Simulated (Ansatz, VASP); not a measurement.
## Two plane-wave programs on InF3

INCAR

```
  ALGO = Normal
  EDIFF = 1E-6
  ENCUT = 520
  ISIF = 2
  ISMEAR = 0
  LASPH = True
  LCHARG = False
  LREAL = False
  LWAVE = False
  NBANDS = 44
  NELM = 60
  PREC = Accurate
  SIGMA = 0.02
```

File KPOINTS:

```
k-points
0
Gamma
  6 6 6
```

POSCAR

```
InF3
1.0
    2.5446282465      1.4691418031      4.8476826453
   -2.5446282465      1.4691418031      4.8476826453
    0.0000000000     -2.9382836062      4.8476826453
In F
2 6
Direct
    0.0000000000      0.0000000000      0.0000000000
    0.5000000000      0.5000000000      0.5000000000
    0.9037366053      0.5962633947      0.2500000000
    0.2500000000      0.9037366053      0.5962633947
    0.5962633947      0.2500000000      0.9037366053
    0.0962633947      0.4037366053      0.7500000000
    0.7500000000      0.0962633947      0.4037366053
    0.4037366053      0.7500000000      0.0962633947
```

Input for Ansatz:

```yaml
crystal:
  lattice:
    - [2.5446282154, 1.4691417852, 4.8476827165]
    - [-2.5446282154, 1.4691417852, 4.8476827165]
    - [0.0, -2.9382835703, 4.8476827165]
  atoms:
    - { symbol: In, position: [0.0, 0.0, 0.0] }
    - { symbol: In, position: [0.5, 0.5, 0.5] }
    - { symbol: F, position: [0.9037366083, 0.5962633917, 0.25] }
    - { symbol: F, position: [0.25, 0.9037366083, 0.5962633917] }
    - { symbol: F, position: [0.5962633917, 0.25, 0.9037366083] }
    - { symbol: F, position: [0.0962633917, 0.4037366083, 0.75] }
    - { symbol: F, position: [0.75, 0.0962633917, 0.4037366083] }
    - { symbol: F, position: [0.4037366083, 0.75, 0.0962633917] }
basis:
  ecutwfc: 420
kpoints:
  mp_grid: { grid: [6, 6, 6] }
  band_path:
    path:
      - [[0.0, 0.0, 0.0], [0.5, 0.5, 0.5], [0.77210284, 0.22789716, 0.5]]
      - [[0.5, -0.22789716, 0.22789716], [0.5, 0.0, 0.0], [0.0, 0.0, 0.0], [0.36394858, -0.36394858, 0.0]]
      - [[0.63605142, 0.0, 0.36394858], [0.5, 0.0, 0.5], [0.0, 0.0, 0.0]]
    npoints: 14
hamiltonian:
  xc: lda
scf:
  occupations: { method: gaussian, width: 0.02 }
  n_extra_bands: 20
output:
  forces: true
  stress: true
  eigenvalues: true
  populations: true
  dos: { projected: true, de: 0.02, nscf_kmesh: { grid: [9, 9, 9] } }
  bader: true
  write_density: true
  write_potential: true
  elf: true
  volumetric_format: npy
```

Alike in both runs: task single point; functional LDA; k mesh 6 × 6 × 6; occupations gaussian, width 0.02 eV; no spin polarisation.

```csv
,VASP,Ansatz
version,VASP 6.6.1,Ansatz 0.2.0
potentials or method,"VASP PAW LDA potentials, release 64 (In_d, F), cutoff 520 eV","scalar-relativistic, plane waves, PAW"
valence electrons in the cell,68,68
```

```tsv
	VASP	Ansatz	Ansatz less VASP
gap on the k mesh at the Fermi level (eV)	4.26	4.27	+0.009
least direct gap on the mesh (eV)	4.27	4.28	+0.008
pressure (GPa)	0.6	0.0	-0.59
traceless stress, the component that is largest in VASP (GPa)	0.11	0.03	-0.080
rms of the force components (eV/Å)	0.024	0.000	-0.0236
```

LDA's correlation is that of Perdew and Zunger in VASP and of Perdew and Wang (1992) in Ansatz. Atom by atom the forces differ by 0.024 eV/Å (rms over components).
